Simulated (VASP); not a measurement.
Runs of VASP 6.6.1 on BP. The structure is that of space group F-43m (No. 216), or close to it. The cells are those of the table. 

```tsv
task	cell	k mesh	cutoff (eV)	smearing	ions in elastic constants	gap on the mesh (eV)	pressure (GPa)
single point	a = 3.216 Å, angles 60.0°, 2 atoms	10 × 10 × 10	520	gaussian 0.02 eV	-	1.25	-0.2
single point	a = 3.279 Å, angles 60.0°, 2 atoms	10 × 10 × 10	520	gaussian 0.02 eV	-	1.33	-8.6
single point	a = 3.082 Å, angles 60.0°, 2 atoms	10 × 10 × 10	520	gaussian 0.02 eV	-	1.07	26.0
single point	a = 3.320 Å, angles 60.0°, 2 atoms	10 × 10 × 10	520	gaussian 0.02 eV	-	(b)	-13.0
single point	a = 3.184 Å, angles 60.0°, 2 atoms	10 × 10 × 10	520	gaussian 0.02 eV	-	(a)	(c)
single point	a = 3.216 Å, angles 120.0, 120.0, 90.0°, 2 atoms	8 × 8 × 8	520	gaussian 0.1 eV	-	1.27	-0.2
```

Alike in all rows: level PBE; potentials or basis VASP PAW PBE potentials, release 64 (B, P); no spin polarisation.

Estimate the missing entries.

(a) 1.21; (b) 1.37; (c) 5.0.

A k mesh can miss the band edges.
